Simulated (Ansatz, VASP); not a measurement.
**Cu in VASP and in Ansatz**

```
CELL_PARAMETERS angstrom
-1.44509 1.44509 1.46881
1.44509 -1.44509 1.46881
1.44509 1.44509 -1.46881
ATOMIC_POSITIONS crystal
Cu 0.00000 0.00000 0.00000
```

Change from the starting cell: strain +0.000 along x and y, +0.080 along z, atoms carried along.

Alike in both runs: task single point; functional PBEsol; k mesh 30 × 30 × 30; occupations gaussian, width 0.15 eV; no spin polarisation.

```csv
,VASP,Ansatz
version,VASP 6.6.1,Ansatz 0.2.0
potentials or method,"VASP PAW PBE potentials, release 64 (Cu), cutoff 520 eV","scalar-relativistic, plane waves, PAW"
valence electrons in the cell,11,19
```

```tsv
	VASP	Ansatz	Ansatz less VASP
gap on the k mesh at the Fermi level (eV)	none	none	-
pressure (GPa)	-9.8	-10.5	-0.71
traceless stress, the component that is largest in VASP (GPa)	0.15	0.15	0.000
```

VASP's potentials were made for PBE, not for PBEsol. A gap of «none» marks a metal or a gap that the smearing closes. With one functional, cell and mesh, what is left measures potentials, basis and numerics. VASP's potentials hold 11 valence electrons a cell and Ansatz's 19, so a difference there can come from the potentials and not from the codes.
